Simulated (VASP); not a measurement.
# Ni (Fm-3m) in VASP: notebook

The runs below take Ni through single point, with r2SCAN.

All numbers are computed with VASP 6.6.1; they aren't measurements. Logs are shortened: lines on timing, memory, paths and dates and some standing lists are left out, and cuts for length are marked.

## (1) The cell of the first run

The structure is cubic, space group Fm-3m (No. 225). The conventional cell has a = 3.478 Å, b = 3.478 Å, c = 3.478 Å, α = 90.00°, β = 90.00°, γ = 90.00°. Within 3.2 Å of Ni (site symmetry m-3m) lie 12 Ni at 2.46 Å.

## (2) Single point, r2SCAN, collinear spin, ferromagnetic start

Contents of POSCAR:

```
Ni
1.0
    0.0000000000      1.7388566187      1.7388566187
    1.7388566187      0.0000000000      1.7388566187
    1.7388566187      1.7388566187      0.0000000000
Ni
1
Direct
    0.0000000000      0.0000000000      0.0000000000
```

Contents of INCAR.step1:

```
SYSTEM = Ni
  PREC = Accurate
  ENCUT = 520
  ISMEAR = 0
  SIGMA = 0.1
  LREAL = .False.
  LASPH = .True.
  NELM = 150
  ISPIN = 2
  MAGMOM = 0.88
  LMAXMIX = 4
  NBANDS = 15
  GGA = PE
  ALGO = Normal
  EDIFF = 1E-4
  LWAVE = .True.
  LCHARG = .False.
```

Contents of INCAR.step2:

```
SYSTEM = Ni
  PREC = Accurate
  ENCUT = 520
  EDIFF = 1E-6
  ISMEAR = 0
  SIGMA = 0.1
  LREAL = .False.
  LASPH = .True.
  NELM = 150
  ALGO = Normal
  ISIF = 2
  LWAVE = .False.
  LCHARG = .False.
  ISPIN = 2
  MAGMOM = 0.88
  LORBIT = 11
  LMAXMIX = 4
  METAGGA = R2SCAN
  LMIXTAU = .True.
  NBANDS = 15
  ISTART = 1
```

Contents of KPOINTS:

```
Automatic mesh
0
Gamma
  28 28 28
  0 0 0
```

Potentials or basis: VASP PAW PBE potentials, release 64 (Ni).

Started as:

```console
> cat potpaw_PBE.64/Ni/POTCAR > POTCAR
> cp INCAR.step1 INCAR
> mpirun -np 1 vasp_std > vasp.out
> cp INCAR.step2 INCAR
> mpirun -np 1 vasp_std > vasp.out
```

OUTCAR:

```text
SYSTEM = Ni
   PREC = Accurate
   ENCUT = 520
   EDIFF = 1E-6
   ISMEAR = 0
   LREAL = .False.
   LASPH = .True.
   NELM = 150
   ISIF = 2
   ISPIN = 2
   LORBIT = 11
   METAGGA = R2SCAN
   ISTART = 1

 ion  position               nearest neighbor table
   1  0.000  0.000  0.000-

  LATTYP: Found a face centered cubic cell.
 ALAT       =     3.4777132374

  Lattice vectors:

 A1 = (   0.0000000000,   1.7388566187,   1.7388566187)
 A2 = (   1.7388566187,   0.0000000000,   1.7388566187)
 A3 = (   1.7388566187,   1.7388566187,   0.0000000000)

Analysis of symmetry for initial positions (statically):
=====================================================================
 Subroutine PRICEL returns:
 Original cell was already a primitive cell.

 Routine SETGRP: Setting up the symmetry group for a
 face centered cubic supercell.

 Subroutine GETGRP returns: Found 48 space group operations
 (whereof 48 operations were pure point group operations)
 out of a pool of 48 trial point group operations.

The static configuration has the point symmetry O_h .

Analysis of symmetry for dynamics (positions and initial velocities):
=====================================================================
 Subroutine PRICEL returns:
 Original cell was already a primitive cell.

 Routine SETGRP: Setting up the symmetry group for a
 face centered cubic supercell.

 Subroutine GETGRP returns: Found 48 space group operations
 (whereof 48 operations were pure point group operations)
 out of a pool of 48 trial point group operations.

The dynamic configuration has the point symmetry O_h .

Analysis of structural, dynamic, and magnetic symmetry:
=====================================================================
 Subroutine PRICEL returns:
 Original cell was already a primitive cell.

 Routine SETGRP: Setting up the symmetry group for a
 face centered cubic supercell.

 Subroutine GETGRP returns: Found 48 space group operations
 (whereof 48 operations were pure point group operations)
 out of a pool of 48 trial point group operations.

The overall configuration has the point symmetry O_h .

 Subroutine INISYM returns: Found 48 space group operations
 (whereof 48 operations are pure point group operations),
 and found     1 'primitive' translations

----------------------------------------------------------------------------------------

                                     Primitive cell

  volume of cell :      10.5153

  direct lattice vectors                    reciprocal lattice vectors
     0.000000000  1.738856619  1.738856619    -0.287545272  0.287545272  0.287545272
     1.738856619  0.000000000  1.738856619     0.287545272 -0.287545272  0.287545272
     1.738856619  1.738856619  0.000000000     0.287545272  0.287545272 -0.287545272

  length of vectors
     2.459114613  2.459114613  2.459114613     0.498043021  0.498043021  0.498043021

  position of ions in fractional coordinates (direct lattice)
     0.000000000  0.000000000  0.000000000

  ion indices of the primitive-cell ions
   primitive index   ion index
                 1           1

----------------------------------------------------------------------------------------

 KPOINTS: Automatic mesh

Automatic generation of k-mesh.
 Grid dimensions read from file:
 generate k-points for:   28   28   28

 Generating k-lattice:

  Cartesian coordinates                     Fractional coordinates (reciprocal lattice)
    -0.010269474  0.010269474  0.010269474     0.035714286  0.000000000  0.000000000
     0.010269474 -0.010269474  0.010269474     0.000000000  0.035714286  0.000000000
     0.010269474  0.010269474 -0.010269474     0.000000000  0.000000000  0.035714286

  Length of vectors
     0.017787251  0.017787251  0.017787251

  Shift w.r.t. Gamma in fractional coordinates (k-lattice)
     0.000000000  0.000000000  0.000000000

 Subroutine IBZKPT returns following result:
 ===========================================

 Found    624 irreducible k-points:

 Following reciprocal coordinates:
            Coordinates               Weight
  0.000000  0.000000  0.000000      1.000000
  0.035714  0.000000  0.000000      8.000000
  0.071429  0.000000  0.000000      8.000000
  0.107143  0.000000  0.000000      8.000000
  0.142857  0.000000  0.000000      8.000000
  0.178571  0.000000  0.000000      8.000000
[... 16 lines left out ...]
  0.285714  0.035714  0.000000     24.000000
  0.321429  0.035714  0.000000     24.000000
 [... further k-points ...]
   k-points           NKPTS =    624   k-points in BZ     NKDIM =    624   number of bands    NBANDS=     15
   number of dos      NEDOS =    301   number of ions     NIONS =      1
   total plane-waves  NPLWV =   5832
   dimension x,y,z NGX =    18 NGY =   18 NGZ =   18
   dimension x,y,z NGXF=    36 NGYF=   36 NGZF=   36
   ions per type =               1
   NGX,Y,Z   is equivalent  to a cutoff of  12.17, 12.17, 12.17 a.u.
   NGXF,Y,Z  is equivalent  to a cutoff of  24.34, 24.34, 24.34 a.u.
 SYSTEM =  Ni
   PREC   = accura    normal or accurate (medium, high low for compatibility)
   ISTART =      1    job   : 0-new  1-cont  2-samecut
   ICHARG =      0    charge: 1-file 2-atom 10-const
   ISPIN  =      2    spin polarized calculation?
   LNONCOLLINEAR =      F non collinear calculations
   LSORBIT =      F    spin-orbit coupling
   LASPH  =      T    aspherical Exc in radial PAW
   ENCUT  =  520.0 eV  38.22 Ry    6.18 a.u.   4.57  4.57  4.57*2*pi/ulx,y,z
   NELM   =    150;   NELMIN=  2; NELMDL=  0     # of ELM steps
   EDIFF  = 0.1E-05   stopping-criterion for ELM
   LREAL  =      F    real-space projection
   EDIFFG = 0.1E-04   stopping-criterion for IOM
   NSW    =      0    number of steps for IOM
   IBRION =     -1    ionic relax: 0-MD 1-quasi-New 2-CG
   NFREE  =      0    steps in history (QN), initial steepest desc. (CG)
   ISIF   =      2    stress and relaxation
   ISYM   =      2    0-nonsym 1-usesym 2-fastsym
   POTIM  = 0.5000    time-step for ionic-motion
   TEBEG  =    0.0;   TEEND  =   0.0 temperature during run
   PSTRESS=    0.0 pullay stress
   NELECT =      10.0000    total number of electrons
   NUPDOWN=      -1.0000    fix difference up-down
   EMIN   =  10.00;   EMAX   =-10.00  energy-range for DOS
   EFERMI =   0.00;   METHOD = LEGACY
   ISMEAR =     0;   SIGMA  =   0.10  broadening in eV -4-tet -1-fermi 0-gaus
   EFERMI_NEDOS =   21; number of points for ismear=-14 and -15
   IALGO  =     38    algorithm
   IMIX   =      4    mixing-type and parameters
     AMIX     =   0.40;   BMIX     =  1.00
     AMIX_MAG =   1.60;   BMIX_MAG =  1.00
  volume/ion in A,a.u.               =      10.52        70.96
  Fermi-wavevector in a.u.,A,eV,Ry     =   1.609908  3.042285 35.263631  2.591804
  Thomas-Fermi vector in A             =   2.705543
   LORBIT       =     11    0 simple, 1 ext, 2 COOP (PROOUT), +10 PAW based schemes
   METAGGA = R2SCAN    functional components
   LHFCALC =     F    Hartree Fock is set to
   AEXX    =    0.0000 exact exchange contribution
   IVDW    =     0    specifies the selected vdW correction
   LEPSILON=     F    determine dielectric tensor
   LRPA    =     F    only Hartree local field effects (RPA)
 spin polarized calculation
 Gauss-broadening in eV      SIGMA  =   0.10
  energy-cutoff  :      520.00
  volume of cell :       10.52
 maximum number of plane-waves:       296
   NGX =  9   NGY =  9   NGZ =  9

 number of electron      10.0000000 magnetization       0.7154276

 Free energy of the ion-electron system (eV)
  ---------------------------------------------------
  ext. energy  EPLUGINS =         0.00000000
  ---------------------------------------------------
  free energy    TOTEN  =       -11.94666733 eV

  energy without entropy =      -11.94033105  energy(sigma->0) =      -11.94349919

 E-fermi :   9.8132     XC(G=0): -14.6192

 val. band max:        9.8118830969   @ k =   0.3571   0.3571   0.0000
 cond. band min:       9.8146934187   @ k =  -0.3214   0.3214   0.0357
 fundamental gap:      0.0028103218
 Fermi energy:         9.8131854047

 spin component 1

 k-point     1 :       0.0000    0.0000    0.0000
  band No.  band energies     occupation
      1       0.1556      1.00000
      2       6.7853      1.00000
      3       6.7854      1.00000
      4       6.7854      1.00000
      5       8.1305      1.00000
      6       8.1305      1.00000
      7      34.6492      0.00000
      8      39.0739      0.00000
      9      39.0739      0.00000
     10      39.0743      0.00000
     11      41.8134      0.00000
     12      41.8134      0.00000
     13      41.8134      0.00000
     14      45.1707      0.00000
     15      51.8463      0.00000
[... 397 lines left out ...]
 k-point    24 :       0.3214    0.0357    0.0000
  band No.  band energies     occupation
      1       3.4426      1.00000
      2       6.6546      1.00000
      3       7.0078      1.00000
      4       7.0355      1.00000
      5       8.3083      1.00000
      6       8.4272      1.00000
      7      22.0011      0.00000
      8      33.8624      0.00000
      9      35.1090      0.00000
     10      37.6880      0.00000
     11      39.9989      0.00000
     12      42.1983      0.00000
     13      44.6469      0.00000
     14      50.2213      0.00000
     15      51.8653      0.00000

 [... further k-points ...]

 spin component 2

 k-point     1 :       0.0000    0.0000    0.0000
  band No.  band energies     occupation
      1      -0.0967      1.00000
      2       8.0999      1.00000
      3       8.0999      1.00000
      4       8.0999      1.00000
      5       8.8751      1.00000
      6       8.8751      1.00000
      7      34.3910      0.00000
      8      39.1805      0.00000
      9      39.1807      0.00000
     10      39.1807      0.00000
     11      42.1086      0.00000
     12      42.1087      0.00000
     13      42.1087      0.00000
     14      45.2510      0.00000
     15      52.6662      0.00000
[... 397 lines left out ...]
 k-point    24 :       0.3214    0.0357    0.0000
  band No.  band energies     occupation
      1       3.4098      1.00000
      2       7.5469      1.00000
      3       7.9899      1.00000
      4       8.0499      1.00000
      5       9.4055      1.00000
      6       9.5184      0.99998
      7      22.2989      0.00000
      8      33.7881      0.00000
      9      35.3459      0.00000
     10      37.9647      0.00000
     11      40.1385      0.00000
     12      42.4039      0.00000
     13      44.8579      0.00000
     14      50.7458      0.00000
     15      53.2617      0.00000

 [... further k-points ...]

------------------------ aborting loop because EDIFF is reached ----------------------------------------

  FORCE on cell =-STRESS in cart. coord.  units (eV):
  Direction    XX          YY          ZZ          XY          YZ          ZX
  --------------------------------------------------------------------------------------
  -------------------------------------------------------------------------------------
  Total        0.0325533      0.0325533      0.0325533      0.0000000      0.0000000     -0.0000000
  in kB        4.9600280      4.9600280      4.9600280      0.0000000      0.0000000     -0.0000000
  external PRESSURE =       4.9600280 kB  Pullay stress =       0.0000000 kB

 VOLUME and BASIS-vectors are now :
 -----------------------------------------------------------------------------
  energy-cutoff  :      520.00
  volume of cell :       10.52
      direct lattice vectors                 reciprocal lattice vectors
     0.000000000  1.738856619  1.738856619    -0.287545272  0.287545272  0.287545272
     1.738856619  0.000000000  1.738856619     0.287545272 -0.287545272  0.287545272
     1.738856619  1.738856619  0.000000000     0.287545272  0.287545272 -0.287545272

 POSITION                                       TOTAL-FORCE (eV/Angst)
 -----------------------------------------------------------------------------------
      0.00000      0.00000      0.00000         0.000000     -0.000000      0.000000
 -----------------------------------------------------------------------------------
    total drift:                                0.000000     -0.000000      0.000000

  FREE ENERGIE OF THE ION-ELECTRON SYSTEM (eV)
  ---------------------------------------------------
  free  energy   TOTEN  =       -11.9466673325 eV

  energy  without entropy=      -11.9403310480  energy(sigma->0) =      -11.94349919

 total charge

# of ion       s       p       d       tot
------------------------------------------
    1        0.529   0.550   8.330   9.408

 magnetization (x)

# of ion       s       p       d       tot
------------------------------------------
    1       -0.010  -0.043   0.787   0.734
```

Run time: 16 min. Hardware: 1 thread of Oxide Virtual Turin-like, shared host; peak memory 0.21 GiB.

What came out:

```yaml
Free_energy: -11.9467 eV
Pressure: 0.5 GPa
Net_moment: 0.72 μB per cell
Site_moments: Ni +0.73 μB
Valence_electrons_inside_the_program's_atomic_spheres: Ni 9.41
```

Caveat: the PAW data sets were made with another functional, which shifts forces and pressure a little.

## (3) Single point, r2SCAN, collinear spin, ferromagnetic start

Contents of POSCAR:

```
Ni
1.0
    0.0000000000      1.7387714738      1.7387714738
    1.7387714738      0.0000000000      1.7387714738
    1.7387714738      1.7387714738      0.0000000000
Ni
1
Direct
    0.5000000000      0.5000000000      0.5000000000
```

Contents of INCAR.step1:

```
SYSTEM = Ni
PREC = Accurate ; ENCUT = 520
ISMEAR = 0 ; SIGMA = 0.1
LREAL = .False. ; LASPH = .True.
NELM = 150 ; ISPIN = 2
MAGMOM = 0.84 ; LMAXMIX = 4
NBANDS = 15 ; GGA = PE
ALGO = Normal ; EDIFF = 1E-4
LWAVE = .True. ; LCHARG = .False.
```

Contents of INCAR.step2:

```
SYSTEM = Ni
PREC = Accurate ; ENCUT = 520
EDIFF = 1E-6 ; ISMEAR = 0
SIGMA = 0.1 ; LREAL = .False.
LASPH = .True. ; NELM = 150
ALGO = Normal ; ISIF = 2
LWAVE = .False. ; LCHARG = .False.
ISPIN = 2 ; MAGMOM = 0.84
LORBIT = 11 ; LMAXMIX = 4
METAGGA = R2SCAN ; LMIXTAU = .True.
NBANDS = 15 ; ISTART = 1
```

Contents of KPOINTS:

```
regular mesh
0
Gamma
  28 28 28
  0 0 0
```

Potentials or basis: VASP PAW PBE potentials, release 64 (Ni).

Started as:

```console
> cat potpaw_PBE.64/Ni/POTCAR > POTCAR
> cp INCAR.step1 INCAR
> mpirun -np 1 vasp_std > vasp.out
> cp INCAR.step2 INCAR
> mpirun -np 1 vasp_std > vasp.out
```

OUTCAR:

```text
SYSTEM = Ni
   PREC = Accurate
   ENCUT = 520
   EDIFF = 1E-6
   ISMEAR = 0
   LREAL = .False.
   LASPH = .True.
   NELM = 150
   ISIF = 2
   ISPIN = 2
   LORBIT = 11
   METAGGA = R2SCAN
   ISTART = 1

 ion  position               nearest neighbor table
   1  0.500  0.500  0.500-

  LATTYP: Found a face centered cubic cell.
 ALAT       =     3.4775429476

  Lattice vectors:

 A1 = (   0.0000000000,   1.7387714738,   1.7387714738)
 A2 = (   1.7387714738,   0.0000000000,   1.7387714738)
 A3 = (   1.7387714738,   1.7387714738,   0.0000000000)
[... 1071 lines left out ...]
  -------------------------------------------------------------------------------------
  Total        0.0346175      0.0346175      0.0346175      0.0000000      0.0000000      0.0000000
  in kB        5.2753151      5.2753151      5.2753151      0.0000000      0.0000000      0.0000000
  external PRESSURE =       5.2753151 kB  Pullay stress =       0.0000000 kB

 VOLUME and BASIS-vectors are now :
 -----------------------------------------------------------------------------
  energy-cutoff  :      520.00
  volume of cell :       10.51
      direct lattice vectors                 reciprocal lattice vectors
     0.000000000  1.738771474  1.738771474    -0.287559353  0.287559353  0.287559353
     1.738771474  0.000000000  1.738771474     0.287559353 -0.287559353  0.287559353
     1.738771474  1.738771474  0.000000000     0.287559353  0.287559353 -0.287559353

 POSITION                                       TOTAL-FORCE (eV/Angst)
 -----------------------------------------------------------------------------------
      1.73877      1.73877      1.73877        -0.000000      0.000000      0.000000
 -----------------------------------------------------------------------------------
    total drift:                               -0.000000     -0.000000     -0.000000

  FREE ENERGIE OF THE ION-ELECTRON SYSTEM (eV)
  ---------------------------------------------------
  free  energy   TOTEN  =       -11.9466637122 eV

  energy  without entropy=      -11.9403286398  energy(sigma->0) =      -11.94349618

 total charge

# of ion       s       p       d       tot
------------------------------------------
    1        0.529   0.550   8.330   9.409

 magnetization (x)

# of ion       s       p       d       tot
------------------------------------------
    1       -0.010  -0.043   0.787   0.734
```

OUTCAR.step1:

```text
SYSTEM = Ni
   PREC = Accurate
   ENCUT = 520
   ISMEAR = 0
   LREAL = .False.
   LASPH = .True.
   NELM = 150
[... 1103 lines left out ...]
 -----------------------------------------------------------------------------------
      1.73877      1.73877      1.73877         0.000000      0.000000      0.000000
 -----------------------------------------------------------------------------------
    total drift:                               -0.000000     -0.000000     -0.000000

  FREE ENERGIE OF THE ION-ELECTRON SYSTEM (eV)
  ---------------------------------------------------
  free  energy   TOTEN  =        -5.4662331248 eV

  energy  without entropy=       -5.4576391147  energy(sigma->0) =       -5.46193612
```

OSZICAR.step1:

```text
N       E                     dE             d eps       ncg     rms          rms(c)
DAV:   1     0.313787288005E+02    0.31379E+02   -0.45024E+03 40506   0.913E+02
DAV:   2    -0.516374096264E+01   -0.36542E+02   -0.33856E+02 41682   0.161E+02
DAV:   3    -0.648644471554E+01   -0.13227E+01   -0.13131E+01 45595   0.301E+01
DAV:   4    -0.649372701477E+01   -0.72823E-02   -0.72811E-02 45857   0.211E+00
DAV:   5    -0.649381057043E+01   -0.83556E-04   -0.83554E-04 46644   0.212E-01    0.103E+01
DAV:   6    -0.577060808054E+01    0.72320E+00   -0.12745E+01 54396   0.396E+01    0.566E+00
DAV:   7    -0.548467082911E+01    0.28594E+00   -0.20768E+00 49343   0.144E+01    0.202E+00
DAV:   8    -0.546904486829E+01    0.15626E-01   -0.22569E-02 48917   0.103E+00    0.955E-01
DAV:   9    -0.546670707259E+01    0.23378E-02   -0.16117E-03 61494   0.242E-01    0.253E-01
DAV:  10    -0.546623811806E+01    0.46895E-03   -0.47009E-04 43406   0.120E-01    0.328E-02
DAV:  11    -0.546623312484E+01    0.49932E-05   -0.39136E-05 33770   0.526E-02
   1 F= -.54662331E+01 E0= -.54619361E+01  d E =-.859401E-02  mag=     0.6079
```

Run time: 20 min. Hardware: 1 thread of Oxide Virtual Turin-like, shared host; peak memory 0.21 GiB.

What came out:

```yaml
Free_energy: -11.9467 eV
Pressure: 0.5 GPa
Net_moment: 0.72 μB per cell
Site_moments: Ni +0.73 μB
Valence_electrons_inside_the_program's_atomic_spheres: Ni 9.41
```

Caveat: the PAW data sets were made with another functional, which shifts forces and pressure a little.
